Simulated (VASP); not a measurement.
# W (P6_3/mmc) in VASP: notebook, part 3 of 3

VASP 6.6.1.

### 4 Single point, BLYP (15.72 Å³/atom)

This run uses another cell than the first one, of 15.72 Å³/atom.

Input file INCAR:

```
AGGAC = 1.0
AGGAX = 1.0
ALDAC = 0.0
ALDAX = 1.0
ALGO = Normal
EDIFF = 1E-6
ENCUT = 520
GGA = B5
ISIF = 2
ISMEAR = -1
LASPH = True
LCHARG = False
LREAL = False
LWAVE = False
NBANDS = 36
NELM = 60
PREC = Accurate
SIGMA = 0.1
```

Input file KPOINTS:

```
k-points
0
Gamma
  14 14 4
```

Input file POSCAR:

```
W
1.0
    2.7347774713      0.0000000000      0.0000000000
   -1.3673887357      2.3683867638      0.0000000000
    0.0000000000      0.0000000000      9.7092871841
W
4
Direct
    1.0000000000      0.0000000000      0.0000000000
    1.0000000000      0.0000000000      0.5000000000
    0.3333333333      0.6666666667      0.2500000000
    0.6666666667      0.3333333333      0.7500000000
```

Potentials or basis: VASP PAW PBE potentials, release 64 (W_sv).

Launch:

```console
> cat potpaw_PBE.64/W_sv/POTCAR > POTCAR
> mpirun -np 1 vasp_std > vasp.out
```

OUTCAR:

```text
EDIFF = 1E-6
   ENCUT = 520
   GGA = B5
   ISIF = 2
   ISMEAR = -1
   LASPH = True
   LREAL = False
   NELM = 60
   PREC = Accurate

 ion  position               nearest neighbor table
   1  0.000  0.000  0.000-   3 2.90   4 2.90   3 2.90   4 2.90   4 2.90   3 2.90
   2  0.000  0.000  0.500-   3 2.90   4 2.90   3 2.90   4 2.90   4 2.90   3 2.90
   3  0.333  0.667  0.250-   1 2.90   2 2.90   1 2.90   2 2.90   1 2.90   2 2.90
   4  0.667  0.333  0.750-   1 2.90   2 2.90   1 2.90   2 2.90   1 2.90   2 2.90

  LATTYP: Found a hexagonal cell.
 ALAT       =     2.7347774713
 C/A-ratio  =     3.5503024601

  Lattice vectors:

 A1 = (   2.7347774713,   0.0000000000,   0.0000000000)
 A2 = (  -1.3673887357,   2.3683867638,   0.0000000000)
 A3 = (   0.0000000000,   0.0000000000,   9.7092871841)

Analysis of symmetry for initial positions (statically):
=====================================================================
 Subroutine PRICEL returns:
 Original cell was already a primitive cell.

 Routine SETGRP: Setting up the symmetry group for a
 hexagonal supercell.

 Subroutine GETGRP returns: Found 24 space group operations
 (whereof 12 operations were pure point group operations)
 out of a pool of 24 trial point group operations.

The static configuration has the point symmetry D_3d.
 The point group associated with its full space group is D_6h.

Analysis of symmetry for dynamics (positions and initial velocities):
=====================================================================
 Subroutine PRICEL returns:
 Original cell was already a primitive cell.

 Routine SETGRP: Setting up the symmetry group for a
 hexagonal supercell.

 Subroutine GETGRP returns: Found 24 space group operations
 (whereof 12 operations were pure point group operations)
 out of a pool of 24 trial point group operations.

The dynamic configuration has the point symmetry D_3d.
 The point group associated with its full space group is D_6h.

 Subroutine INISYM returns: Found 24 space group operations
 (whereof 12 operations are pure point group operations),
 and found     1 'primitive' translations

----------------------------------------------------------------------------------------

                                     Primitive cell

  volume of cell :      62.8872

  direct lattice vectors                    reciprocal lattice vectors
     2.734777471  0.000000000  0.000000000     0.365660464  0.211114168  0.000000000
    -1.367388736  2.368386764  0.000000000     0.000000000  0.422228335  0.000000000
     0.000000000  0.000000000  9.709287184     0.000000000  0.000000000  0.102994173

  length of vectors
     2.734777471  2.734777471  9.709287184     0.422228335  0.422228335  0.102994173

  position of ions in fractional coordinates (direct lattice)
     0.000000000  0.000000000  0.000000000
     0.000000000  0.000000000  0.500000000
     0.333333333  0.666666667  0.250000000
     0.666666667  0.333333333  0.750000000

  ion indices of the primitive-cell ions
   primitive index   ion index
                 1           1
                 2           2
                 3           3
                 4           4

----------------------------------------------------------------------------------------

 KPOINTS: k-points

Automatic generation of k-mesh.
 Grid dimensions read from file:
 generate k-points for:   14   14    4

 Generating k-lattice:

  Cartesian coordinates                     Fractional coordinates (reciprocal lattice)
     0.026118605  0.015079583  0.000000000     0.071428571  0.000000000  0.000000000
     0.000000000  0.030159167  0.000000000     0.000000000  0.071428571  0.000000000
     0.000000000  0.000000000  0.025748543     0.000000000  0.000000000  0.250000000

  Length of vectors
     0.030159167  0.030159167  0.025748543

  Shift w.r.t. Gamma in fractional coordinates (k-lattice)
     0.000000000  0.000000000  0.000000000

 Subroutine IBZKPT returns following result:
 ===========================================

 Found     72 irreducible k-points:

 Following reciprocal coordinates:
            Coordinates               Weight
  0.000000  0.000000  0.000000      1.000000
  0.071429 -0.000000  0.000000      6.000000
  0.142857 -0.000000  0.000000      6.000000
  0.214286  0.000000  0.000000      6.000000
  0.285714 -0.000000  0.000000      6.000000
  0.357143 -0.000000  0.000000      6.000000
[... 16 lines left out ...]
  0.285714  0.285714  0.000000      6.000000
  0.357143  0.285714  0.000000      6.000000
 [... further k-points ...]
   k-points           NKPTS =     72   k-points in BZ     NKDIM =     72   number of bands    NBANDS=     36
   number of dos      NEDOS =    301   number of ions     NIONS =      4
   total plane-waves  NPLWV =  28800
   dimension x,y,z NGX =    20 NGY =   20 NGZ =   72
   dimension x,y,z NGXF=    40 NGYF=   40 NGZF=  144
   ions per type =               4
   NGX,Y,Z   is equivalent  to a cutoff of  12.16, 12.16, 12.33 a.u.
   NGXF,Y,Z  is equivalent  to a cutoff of  24.32, 24.32, 24.66 a.u.
 SYSTEM =  unknown system
   PREC   = accura    normal or accurate (medium, high low for compatibility)
   ISTART =      0    job   : 0-new  1-cont  2-samecut
   ICHARG =      2    charge: 1-file 2-atom 10-const
   ISPIN  =      1    spin polarized calculation?
   LNONCOLLINEAR =      F non collinear calculations
   LSORBIT =      F    spin-orbit coupling
   LASPH  =      T    aspherical Exc in radial PAW
   ENCUT  =  520.0 eV  38.22 Ry    6.18 a.u.   5.08  5.08 18.05*2*pi/ulx,y,z
   NELM   =     60;   NELMIN=  2; NELMDL= -5     # of ELM steps
   EDIFF  = 0.1E-05   stopping-criterion for ELM
   LREAL  =      F    real-space projection
   EDIFFG = 0.1E-04   stopping-criterion for IOM
   NSW    =      0    number of steps for IOM
   IBRION =     -1    ionic relax: 0-MD 1-quasi-New 2-CG
   NFREE  =      0    steps in history (QN), initial steepest desc. (CG)
   ISIF   =      2    stress and relaxation
   ISYM   =      2    0-nonsym 1-usesym 2-fastsym
   POTIM  = 0.5000    time-step for ionic-motion
   TEBEG  =    0.0;   TEEND  =   0.0 temperature during run
   PSTRESS=    0.0 pullay stress
   NELECT =      56.0000    total number of electrons
   NUPDOWN=      -1.0000    fix difference up-down
   EMIN   =  10.00;   EMAX   =-10.00  energy-range for DOS
   EFERMI =   0.00;   METHOD = LEGACY
   ISMEAR =    -1;   SIGMA  =   0.10  broadening in eV -4-tet -1-fermi 0-gaus
   EFERMI_NEDOS =   21; number of points for ismear=-14 and -15
   IALGO  =     38    algorithm
   IMIX   =      4    mixing-type and parameters
     AMIX     =   0.40;   BMIX     =  1.00
     AMIX_MAG =   1.60;   BMIX_MAG =  1.00
  volume/ion in A,a.u.               =      15.72       106.10
  Fermi-wavevector in a.u.,A,eV,Ry     =   1.575011  2.976339 33.751412  2.480659
  Thomas-Fermi vector in A             =   2.676059
   LORBIT       =      0    0 simple, 1 ext, 2 COOP (PROOUT), +10 PAW based schemes
   GGA     = B5    functional components
   LHFCALC =     F    Hartree Fock is set to
   AEXX    =    0.0000 exact exchange contribution
   IVDW    =     0    specifies the selected vdW correction
   LEPSILON=     F    determine dielectric tensor
   LRPA    =     F    only Hartree local field effects (RPA)
 non-spin polarized calculation
  energy-cutoff  :      520.00
  volume of cell :       62.89
 maximum number of plane-waves:      1710
   NGX = 11   NGY = 11   NGZ = 37

 number of electron      55.9999997 magnetization

 Free energy of the ion-electron system (eV)
  ---------------------------------------------------
  ext. energy  EPLUGINS =         0.00000000
  ---------------------------------------------------
  free energy    TOTEN  =       -42.98744406 eV

  energy without entropy =      -42.86144748  energy(sigma->0) =      -42.92444577

 E-fermi :  11.7742     XC(G=0): -13.0129

 val. band max:       11.7720183416   @ k =   0.4286   0.0714   0.2500
 cond. band min:      11.7769466803   @ k =   0.3571  -0.0000   0.0000
 fundamental gap:      0.0049283387
 Fermi energy:        11.7742225775

 k-point     1 :       0.0000    0.0000    0.0000
  band No.  band energies     occupation
      1     -61.5260      2.00000
      2     -61.4964      2.00000
      3     -61.4549      2.00000
      4     -61.4249      2.00000
      5     -26.6381      2.00000
      6     -26.1270      2.00000
[... 925 lines left out ...]
     35      15.9796      0.00000
     36      16.3155      0.00000

 [... further k-points ...]

------------------------ aborting loop because EDIFF is reached ----------------------------------------

  FORCE on cell =-STRESS in cart. coord.  units (eV):
  Direction    XX          YY          ZZ          XY          YZ          ZX
  --------------------------------------------------------------------------------------
  -------------------------------------------------------------------------------------
  Total       11.5170349     11.5170349      9.1460287     -0.0000000      0.0000000     -0.0000000
  in kB      293.4197212    293.4197212    233.0135496     -0.0000000      0.0000000     -0.0000000
  external PRESSURE =     273.2843307 kB  Pullay stress =       0.0000000 kB

 VOLUME and BASIS-vectors are now :
 -----------------------------------------------------------------------------
  energy-cutoff  :      520.00
  volume of cell :       62.89
      direct lattice vectors                 reciprocal lattice vectors
     2.734777471  0.000000000  0.000000000     0.365660464  0.211114168  0.000000000
    -1.367388736  2.368386764  0.000000000     0.000000000  0.422228335  0.000000000
     0.000000000  0.000000000  9.709287184     0.000000000  0.000000000  0.102994173

 POSITION                                       TOTAL-FORCE (eV/Angst)
 -----------------------------------------------------------------------------------
      0.00000      0.00000      0.00000         0.000000      0.000000      0.000000
      0.00000      0.00000      4.85464         0.000000      0.000000      0.000000
     -0.00000      1.57892      2.42732         0.000000      0.000000     -0.000000
      1.36739      0.78946      7.28197        -0.000000     -0.000000      0.000000
 -----------------------------------------------------------------------------------
    total drift:                                0.000000     -0.000000      0.000000

  FREE ENERGIE OF THE ION-ELECTRON SYSTEM (eV)
  ---------------------------------------------------
  free  energy   TOTEN  =       -42.9874440583 eV

  energy  without entropy=      -42.8614474846  energy(sigma->0) =      -42.92444577
```

Wall time 78 s (1 thread of Intel Xeon 6975P-C (Granite Rapids), shared host); peak memory 0.24 GiB.

Results:

| Property | Result |
| --- | --- |
| Free energy | -42.9874 eV |
| Pressure | 27.3 GPa |
| Band gap on the k mesh | zero (bands 28 and 29 overlap by 2.26 eV) |

Levels at points of the mesh, in eV from the Fermi level:
```
           k point  band 26  band 27  band 28  band 29  band 30  band 31
(0.00, 0.00, 0.00)    -0.53    -0.53    -0.28    -0.28    -0.08    -0.08
(0.50, 0.00, 0.00)    -0.45    -0.31     1.66     1.67     1.91     2.76
(0.00, 0.00, 0.50)    -0.57    -0.57    -0.57    -0.24    -0.24    -0.24
(0.50, 0.00, 0.50)     0.20     0.21     0.21     0.87     0.87     3.65
```

Caveat: the stress differs along the axes, from 23 to 29 GPa; the PAW data sets were made with another functional, which shifts forces and pressure a little; spin-orbit coupling is left out, which moves the levels of the heavy elements.

### 5 The runs side by side

```tsv
cell	k mesh	gap on the mesh (eV)	pressure (GPa)
a = 2.812, b = 2.812, c = 9.983 Å, angles 90.0, 90.0, 120.0°, 4 atoms	13 × 13 × 4	none	1.4
a = 2.695, b = 2.695, c = 9.566 Å, angles 90.0, 90.0, 120.0°, 4 atoms	14 × 14 × 4	none	45.0
a = 2.735, b = 2.735, c = 9.709 Å, angles 90.0, 90.0, 120.0°, 4 atoms	14 × 14 × 4	none	27.3
```

Alike in all rows: task single point; level BLYP; potentials or basis VASP PAW PBE potentials, release 64 (W_sv); no spin polarisation; cutoff (eV) 520; smearing fermi-dirac 0.1 eV.

Caveats: the PAW data sets were made with another functional, which shifts forces and pressure a little; spin-orbit coupling is left out, which moves the levels of the heavy elements; the stress differs along the axes, from 39 to 48 GPa (at least some runs); the stress differs along the axes, from 23 to 29 GPa (at least some runs).

Total energies depend on the potentials used, so only differences within one code and one set of settings carry meaning.
